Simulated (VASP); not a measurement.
Crystal: HfSc2O3.

```xyz
6
Lattice="5.0832 0.0000 0.0000 -2.5416 4.4022 0.0000 0.0000 0.0000 3.8200" Properties=species:S:1:pos:R:3 pbc="T T T"
Hf    0.0000    0.0000    0.0000
Sc    2.5416    1.4674    0.0000
Sc    0.0000    2.9348    0.0000
O     2.5416    0.0000    1.9100
O     1.2708    2.2011    1.9100
O    -1.2708    2.2011    1.9100
```

| Quantity | Value |
| --- | --- |
| Program | VASP 6.6.1 |
| Task | relaxation of cell and atoms |
| Functional | PBE |
| Potentials or basis | VASP PAW PBE potentials, release 64 (Hf_pv, Sc_sv, O) |
| Cutoff | 600 eV |
| k mesh | 6 × 6 × 4 |
| Occupations | gaussian, width 0.1 eV |
| Spin | no spin polarisation |

At the start: pressure -9.7 GPa; volume 14.25 Å³/atom.

Q: Where does the relaxation end?

A: Over 11 steps the energy falls by 1007.3 meV/atom and the volume is 13.41 Å³/atom (-5.9 %); space group P6/mmm (No. 191, to 0.05 Å).

Step by step:
```
step  energy change (eV)  largest force (eV/Å)  pressure (GPa)  volume (Å³)
   1              0.0000                0.0000           -9.71        85.48
   2             -5.5230                0.0000           20.41        71.68
   3             -5.7165                0.0000           14.97        73.18
   4             -5.7513                0.0000           11.12        74.19
   5             -5.7507                0.0000           12.58        73.80
   6             -6.0023                0.0000           -4.46        83.46
   7             -6.0372                0.0000           -0.45        80.69
   8             -6.0372                0.0000           -0.67        80.83
   9             -6.0418                0.0000           -0.17        80.66
  10             -6.0439                0.0000            0.51        80.42
  11             -6.0439                0.0000            0.42        80.45
```

Final structure:
```cif
data_structure
_symmetry_space_group_name_H-M 'P 1'
_symmetry_Int_Tables_number 1
_cell_length_a 5.6766
_cell_length_b 5.6766
_cell_length_c 2.8827
_cell_angle_alpha 90.000
_cell_angle_beta 90.000
_cell_angle_gamma 120.000
_cell_volume 80.45
loop_
_atom_site_label
_atom_site_type_symbol
_atom_site_fract_x
_atom_site_fract_y
_atom_site_fract_z
_atom_site_occupancy
Hf1 Hf 0.00000 0.00000 0.00000 1
Sc1 Sc 0.66667 0.33333 0.00000 1
Sc2 Sc 0.33333 0.66667 0.00000 1
O1 O 0.50000 0.00000 0.50000 1
O2 O 0.50000 0.50000 0.50000 1
O3 O 0.00000 0.50000 0.50000 1
```

Caveat: the k points lie up to 0.54 Å⁻¹ apart in the final cell.
